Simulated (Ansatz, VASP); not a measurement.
**Two plane-wave programs on WC**

```
W C
1.0
     0.00000    2.19268    2.19268
     2.19268    0.00000    2.19268
     2.19268    2.19268    0.00000
W C
1 1
Direct
  0.00000 0.00000 0.00000
  0.50000 0.50000 0.50000
```

Alike in both runs: task single point; functional r2SCAN; k mesh 18 × 18 × 18; occupations gaussian, width 0.15 eV; no spin polarisation.

|  | VASP | Ansatz |
| --- | --- | --- |
| version | VASP 6.6.1 | Ansatz 0.2.0 |
| potentials or method | VASP PAW PBE potentials, release 64 (W_sv, C), cutoff 520 eV | scalar-relativistic, plane waves, PAW |
| valence electrons in the cell | 18 | 18 |

|  | VASP | Ansatz | Ansatz less VASP |
| --- | --- | --- | --- |
| gap on the k mesh at the Fermi level (eV) | none | none | - |
| pressure (GPa) | -3.7 | -5.2 | -1.59 |

VASP's potentials were made for PBE, not for r2SCAN. A gap of «none» marks a metal or a gap that the smearing closes. With one functional, cell and mesh, what is left measures potentials, basis and numerics.

Neither program's run includes spin-orbit coupling.
